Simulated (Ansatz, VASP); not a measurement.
## GaSb: VASP beside Ansatz

```xyz
2
Lattice="0.0000 3.0659 3.1579 3.0659 0.0000 3.1579 3.0659 3.0659 0.0000" Properties=species:S:1:pos:R:3 pbc="T T T"
Ga    0.0000    0.0000    0.0000
Sb    1.5329    1.5329    1.5789
```

Change from the starting cell: uniaxial_z strain +3.0%.

Alike in both runs: task single point; functional r2SCAN; k mesh 8 × 8 × 8; occupations fermi-dirac, width 0.02 eV; no spin polarisation.

|  | VASP | Ansatz |
| --- | --- | --- |
| version | VASP 6.6.1 | Ansatz 0.2.0 |
| potentials or method | VASP PAW PBE potentials, release 64 (Ga_d, Sb) | plane waves, PAW |
| plane-wave cutoff (eV) | 520 | 500 |
| valence electrons in the cell | 18 | 28 |

|  | VASP | Ansatz | Ansatz less VASP |
| --- | --- | --- | --- |
| pressure (GPa) | -1.4 | -1.5 | -0.08 |
| traceless stress, the component that is largest in VASP (GPa) | -1.00 | -1.02 | -0.016 |

VASP's potentials were made for PBE, not for r2SCAN. The functional is the same, so the differences come from potentials, cutoffs and numerics. VASP's potentials hold 18 valence electrons a cell and Ansatz's 28, so a difference there can come from the potentials and not from the codes.

Spin-orbit coupling is off throughout.
